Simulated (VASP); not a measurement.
Wanted: the native input for a VASP 6.6.1 run.

* Task: single point
* Functional: PBEsol
* Potentials or basis: VASP PAW PBE potentials, release 64 (Li_sv, F)
* Cutoff: 520 eV
* k mesh: 10 × 10 × 10
* Occupations: gaussian, width 0.01 eV
* Spin: no spin polarisation
* Dipole correction: no
* Further INCAR settings: ALGO = Normal; EDIFF = 1e-06; NBANDS = 12

The structure of LiF lies in POSCAR:

```
LiF
1.0
    0.0000000000      1.9709145535      1.9709145535
    1.9709145535      0.0000000000      1.9709145535
    1.9709145535      1.9709145535      0.0000000000
Li F
1 1
Direct
    0.0000000000      0.0000000000      0.0000000000
    0.5000000000      0.5000000000      0.5000000000
```

One way to write it, as run:

INCAR

```
SYSTEM = LiF
  ALGO = Normal
  EDIFF = 1E-6
  ENCUT = 520
  GGA = PS
  ISIF = 2
  ISMEAR = 0
  LASPH = .TRUE.
  LCHARG = .TRUE.
  LELF = .TRUE.
  LREAL = .FALSE.
  LVHAR = .TRUE.
  LWAVE = .FALSE.
  NBANDS = 12
  NELM = 60
  PREC = Accurate
  SIGMA = 0.01
```

KPOINTS

```
k-points
0
G
  10 10 10
  0 0 0
```

Potentials or basis: VASP PAW PBE potentials, release 64 (Li_sv, F).

Command:

```console
$ cat potpaw_PBE.64/Li_sv/POTCAR potpaw_PBE.64/F/POTCAR > POTCAR
$ mpirun -np 1 vasp_std > vasp.out
```

Results of the run:

- Band gap on the k mesh: 9.51 eV, direct

Run time: 6 s on 1 thread of Intel(R) Xeon(R) Platinum 8375C CPU @ 2.90GHz (Ice Lake), with other jobs on the host, peak memory 0.13 GiB.
